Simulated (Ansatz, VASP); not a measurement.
Two plane-wave programs on FeGe

```xyz
8
Lattice="4.6635 0.0000 0.0000 0.0000 4.6635 0.0000 0.0000 0.0000 4.6635" Properties=species:S:1:pos:R:3 pbc="T T T"
Ge    3.9267    3.9267    3.9267
Ge    3.0686    0.7368    1.5949
Ge    1.5949    3.0686    0.7368
Ge    0.7368    1.5949    3.0686
Fe    0.6296    0.6296    0.6296
Fe    1.7022    4.0339    2.9613
Fe    2.9613    1.7022    4.0339
Fe    4.0339    2.9613    1.7022
```

Alike in both runs: task single point; functional PBE; k mesh 4 × 4 × 4; occupations gaussian, width 0.0321 eV; no spin polarisation; Hubbard terms Fe d U = 8.0 eV.

|  | VASP | Ansatz |
| --- | --- | --- |
| version | VASP 6.6.1 | Ansatz 0.2.0 |
| potentials or method | VASP PAW PBE potentials, release 64 (Ge_d, Fe), cutoff 520 eV | PAW plane waves |
| valence electrons in the cell | 88 | 120 |

```csv
,VASP,Ansatz,Ansatz less VASP
gap on the k mesh at the Fermi level (eV),1.10,1.28,+0.175
pressure (GPa),5.3,7.1,+1.82
rms of the force components (eV/Å),0.365,0.427,+0.0611
```

The programs project onto different local orbitals, so the same U acts differently, and such runs can settle in different states. Atom by atom the forces differ by 0.061 eV/Å (rms over components). VASP's potentials hold 88 valence electrons a cell and Ansatz's 120, so a difference there can come from the potentials and not from the codes.
